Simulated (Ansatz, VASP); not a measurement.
# One calculation of BP, two programs

INCAR

```
SYSTEM = BP
ALGO = Normal
EDIFF = 1E-7
ENCUT = 520
GGA = PE
ISIF = 2
ISMEAR = -1
LASPH = .True.
LCHARG = .False.
LREAL = .False.
LWAVE = .False.
NBANDS = 11
NELM = 80
PREC = Accurate
SIGMA = 0.08
```

File KPOINTS:

```
k-points
0
Gamma
  17 17 17
  0 0 0
```

The input POSCAR:

```
BP
1.0
    0.0000000000      1.8615929416      1.8615929416
    1.8615929416      0.0000000000      1.8615929416
    1.8615929416      1.8615929416      0.0000000000
B P
1 1
Direct
    0.0000000000      0.0000000000      0.0000000000
    0.5000000000      0.5000000000      0.5000000000
```

Input for Ansatz:

```yaml
crystal:
  lattice:
    - [0.0, 1.8615929416, 1.8615929416]
    - [1.8615929416, 0.0, 1.8615929416]
    - [1.8615929416, 1.8615929416, 0.0]
  atoms:
    - { symbol: B, position: [0.0, 0.0, 0.0] }
    - { symbol: P, position: [0.5, 0.5, 0.5] }
kpoints:
  mp_grid: { grid: [17, 17, 17] }
scf:
  occupations: { method: fermi_dirac, width: 0.08 }
hamiltonian:
  xc: pbe
  pseudopotentials: { kind: paw }
output:
  forces: true
  stress: true
  eigenvalues: true
  populations: true
```

Change from the starting cell: volume scaled by 0.64, PAW files.

Alike in both runs: task single point; functional PBE; k mesh 17 × 17 × 17; occupations fermi-dirac, width 0.08 eV; no spin polarisation.

```csv
,VASP,Ansatz
version,VASP 6.6.1,Ansatz 0.2.0
potentials or method,"VASP PAW PBE potentials, release 64 (B, P)","PAW with Ansatz's default frozen-core files, scalar-relativistic"
plane-wave cutoff (eV),520,420
valence electrons in the cell,8,8
```

Ansatz gave:

```
pressure (GPa) : 161.8
```

Problem. Estimate VASP's values.

Solution. Pressure (GPa): 160.7.

Both programs put the cell under a high pressure, so it lies far from rest at this level.

Noted on VASP's run: the cell as given lies far from equilibrium.
